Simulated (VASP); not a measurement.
Input of a VASP 6.6.1 run:

The input INCAR:

```
SYSTEM = ZnS
  ALGO = Normal
  EDIFF = 1E-8
  ENCUT = 520
  GGA = PE
  IBRION = 8
  ISIF = 2
  ISMEAR = 0
  LASPH = .TRUE.
  LCHARG = .TRUE.
  LEPSILON = .TRUE.
  LREAL = .FALSE.
  LWAVE = .FALSE.
  NBANDS = 16
  NELM = 80
  NSW = 1
  PREC = Accurate
  SIGMA = 0.01
```

The input KPOINTS:

```
k-points
0
G
  10 10 10
  0 0 0
```

POSCAR

```
ZnS
1.0
    0.0000000000      2.7397227431      2.7397227431
    2.7397227431      0.0000000000      2.7397227431
    2.7397227431      2.7397227431      0.0000000000
Zn S
1 1
Direct
    0.0000000000      0.0000000000      0.0000000000
    0.7500000000      0.7500000000      0.7500000000
```

Potentials or basis: VASP PAW PBE potentials, release 64 (Zn, S).

Run with:

```console
$ cat potpaw_PBE.64/Zn/POTCAR potpaw_PBE.64/S/POTCAR > POTCAR
$ mpirun -np 1 vasp_std > vasp.out
```

**Question.** What does it give for the electronic dielectric tensor (diagonal)?

**Answer.** 5.97.

**Question.** Estimate the Born charges (mean of the diagonal).

**Answer.** Zn +2.06; S -2.06 e.

**Question.** What does it give for the highest phonon frequency at Γ, LO-TO splitting left out?

**Answer.** 252 cm⁻¹.

Electronic dielectric tensor:
```
5.97 0.00 0.00
0.00 5.97 0.00
0.00 0.00 5.97
```

Caveat: the cell stands under pressure or tension, which shifts response properties.
